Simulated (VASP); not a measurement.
A run of VASP 6.6.1:

INCAR

```
PREC = Accurate
ENCUT = 520
EDIFF = 1E-7
ISMEAR = 0
SIGMA = 0.1
LREAL = False
LASPH = True
NELM = 100
ALGO = Fast
ISIF = 2
LWAVE = False
LCHARG = False
GGA = PE
NBANDS = 20
```

The input KPOINTS:

```
regular mesh
0
Gamma
  16 16 16
```

File POSCAR:

```
AgBi
1.0
    0.0000000000      2.9802049127      2.9802049127
    2.9802049127      0.0000000000      2.9802049127
    2.9802049127      2.9802049127      0.0000000000
Ag Bi
1 1
Direct
    0.0000000000      0.0000000000      0.0000000000
    0.5000000000      0.5000000000      0.5000000000
```

Potentials or basis: VASP PAW PBE potentials, release 64 (Ag, Bi_d).

The run is started by

```console
$ cat potpaw_PBE.64/Ag/POTCAR potpaw_PBE.64/Bi_d/POTCAR > POTCAR
$ mpirun -np 1 vasp_std > vasp.out
```

Hardware: 1 thread of Oxide Virtual Turin-like Processor, with other jobs on the host.

Problem. How long does it take, and how much memory?

Solution. It took 3.7 min on 1 thread of Oxide Virtual Turin-like Processor, with other jobs on the host, peak memory 0.26 GiB. Counts: scf iterations 15, k points 145.
